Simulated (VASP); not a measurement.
## Ir4Pt: single point with PBE

Ir4Pt:

```xyz
5
Lattice="2.8440 0.0000 0.0000 -1.4220 2.4630 0.0000 0.0000 0.0000 11.5774" Properties=species:S:1:pos:R:3 pbc="T T T"
Ir    0.0000    1.6420    9.1768
Ir    0.0000    1.6420    4.6295
Ir    1.4220    0.8210    2.4006
Ir    1.4220    0.8210    6.9479
Pt    0.0000    0.0000    0.0000
```

- Program: VASP 6.6.1
- Task: single point
- Functional: PBE
- Potentials or basis: VASP PAW PBE potentials, release 64 (Ir, Pt)
- Cutoff: 520 eV
- k mesh: 12 × 12 × 4
- Occupations: gaussian, width 0.1 eV
- Spin: no spin polarisation

```json
{"Pressure": "-23.6 GPa", "Largest force": "0.024 eV/Å", "Band gap on the k mesh": "zero (bands 23 and 24 overlap by 2.23 eV)"}
```

Forces on the atoms (eV/Å):
```
Ir   0.000  0.000  0.024
Ir   0.000  0.000  0.007
Ir   0.000  0.000 -0.024
Ir   0.000  0.000 -0.007
Pt   0.000  0.000  0.000
```

Levels at points of the mesh, in eV from the Fermi level:
| k point | band 20 | band 21 | band 22 | band 23 | band 24 | band 25 |
| --- | --- | --- | --- | --- | --- | --- |
| (0.00, 0.00, 0.00) | -1.71 | -1.53 | -1.53 | -1.33 | -1.33 | -0.85 |
| (0.50, 0.00, 0.00) | 0.27 | 0.48 | 0.54 | 0.58 | 0.69 | 0.91 |
| (0.00, 0.00, 0.50) | -1.60 | -1.60 | -1.37 | -1.37 | -0.64 | -0.64 |
| (0.50, 0.00, 0.50) | 0.27 | 0.55 | 0.68 | 0.78 | 0.83 | 0.93 |

Wall time 110 s on 1 thread of Intel(R) Xeon(R) 6975P-C (Granite Rapids), on a shared host, peak memory 0.33 GiB.

Caveat: the cell stands under tension; spin-orbit coupling is left out, which moves the levels of the heavy elements.
